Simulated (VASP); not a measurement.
A run of VASP 6.6.1 is set up as follows.

Contents of INCAR:

```
PREC = Accurate
ENCUT = 520
EDIFF = 1E-6
ISMEAR = 0
SIGMA = 0.1
LREAL = False
LASPH = True
NELM = 150
ALGO = Fast
ISIF = 2
LWAVE = False
LCHARG = False
ISPIN = 2
MAGMOM = 4 4 0
LORBIT = 11
LMAXMIX = 4
GGA = PE
NBANDS = 24
```

Contents of KPOINTS:

```
regular mesh
0
Gamma
  6 6 6
```

POSCAR

```
Fe2Pt
1.0
    4.1810489600      0.0000000000      0.0000000000
   -2.0905244800      3.6208946200      0.0000000000
    0.0000000000      0.0000000000      2.5603591400
Fe Pt
2 1
Direct
    0.3333333300      0.6666666700      0.8333333300
    0.6666666700      0.3333333300      0.1666666700
    0.0000000000      0.0000000000      0.5000000000
```

Potentials or basis: VASP PAW PBE potentials, release 64 (Fe, Pt).

Run with:

```bash
$ cat potpaw_PBE.64/Fe/POTCAR potpaw_PBE.64/Pt/POTCAR > POTCAR
$ mpirun -np 1 vasp_std > vasp.out
```

Estimate the largest force.

0.679 eV/Å.

Estimate the pressure.

10.3 GPa.

What does it give for the band gap on the k mesh?

Zero (filled and empty bands overlap).

Predict the site moments.

Fe +2.77; Pt +0.43 μB.

Stress tensor (GPa, compression positive):
```
 7.12  0.00  0.00
 0.00  7.12  0.00
 0.00  0.00 16.68
```

Caveat: the k points lie up to 0.41 Å⁻¹ apart; spin-orbit coupling is left out, which moves the levels of the heavy elements.
